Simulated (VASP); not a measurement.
Here is a VASP 6.6.1 calculation.

Contents of INCAR:

```
PREC     = Accurate       # precision mode
ENCUT    = 600            # plane-wave cutoff, eV
EDIFF    = 1E-6           # SCF threshold, eV
ISMEAR   = 0              # smearing method
SIGMA    = 0.01           # smearing width, eV
LREAL    = False          # projectors in reciprocal space
LASPH    = True           # aspherical terms in the spheres
NELM     = 120            # most SCF steps
ALGO     = Normal         # electronic algorithm
ISIF     = 2              # what is computed and relaxed
LWAVE    = False          # write WAVECAR
LCHARG   = False          # write CHGCAR
GGA      = PE             # functional
NBANDS   = 15             # bands
GGA_COMPAT= False
```

KPOINTS

```
regular mesh
0
Gamma
  3 3 3
```

File POSCAR:

```
SiO2
1.0
    0.0000000000      2.1505588500      2.1505588500
    2.1505588500      0.0000000000      2.1505588500
    2.1505588500      2.1505588500      0.0000000000
Si O
1 2
Direct
    0.0000000000      0.0000000000      0.0000000000
    0.2500000000      0.2500000000      0.2500000000
    0.7500000000      0.7500000000      0.7500000000
```

Potentials or basis: VASP PAW PBE potentials, release 64 (Si, O).

The run is started by

```sh
$ cat potpaw_PBE.64/Si/POTCAR potpaw_PBE.64/O/POTCAR > POTCAR
$ mpirun -np 1 vasp_std > vasp.out
```

What does it give for the pressure?

75.3 GPa.

Predict the band gap on the k mesh.

3.47 eV, indirect (least direct gap 4.44 eV).

Caveat: the k points lie up to 0.84 Å⁻¹ apart. As with any semilocal functional, this PBE gap is likely too small.
